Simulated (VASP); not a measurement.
**Ca: single point with LDA**

Ca:

```
CELL_PARAMETERS angstrom
3.60520 0.00000 0.00000
-1.80260 3.12220 0.00000
0.00000 0.00000 5.98221
ATOMIC_POSITIONS crystal
Ca 0.33333 0.66667 0.25000
Ca 0.66667 0.33333 0.75000
```

This isn't the form of Ca at room conditions, which is fcc.

| Property | Result |
| --- | --- |
| Program | VASP 6.6.1 |
| Task | single point |
| Functional | LDA |
| Potentials or basis | VASP PAW LDA potentials, release 64 (Ca_sv) |
| Cutoff | 520 eV |
| k mesh | 12 × 12 × 6 |
| Occupations | fermi-dirac, width 0.05 eV |
| Spin | no spin polarisation |

```
Pressure               : 3.0 GPa
Band gap on the k mesh : zero (bands 10 and 11 overlap by 0.29 eV)
```

Levels at points of the mesh, in eV from the Fermi level:
| k point | band 7 | band 8 | band 9 | band 10 | band 11 | band 12 | band 13 | band 14 |
| --- | --- | --- | --- | --- | --- | --- | --- | --- |
| (0.00, 0.00, 0.00) | -22.24 | -22.23 | -4.43 | -1.23 | 0.05 | 2.37 | 2.47 | 2.47 |
| (0.50, 0.00, 0.00) | -22.29 | -22.28 | -1.14 | -0.58 | -0.02 | 0.25 | 1.55 | 2.17 |
| (0.00, 0.00, 0.50) | -22.26 | -22.26 | -3.23 | -3.23 | 1.40 | 1.40 | 2.47 | 2.47 |
| (0.50, 0.00, 0.50) | -22.31 | -22.31 | -0.87 | -0.87 | 0.36 | 0.36 | 1.51 | 1.51 |

Wall time 68 s on 1 thread of Intel Xeon 8259CL (shared host), peak memory 0.2 GiB.

Caveat: the cell stands under pressure.
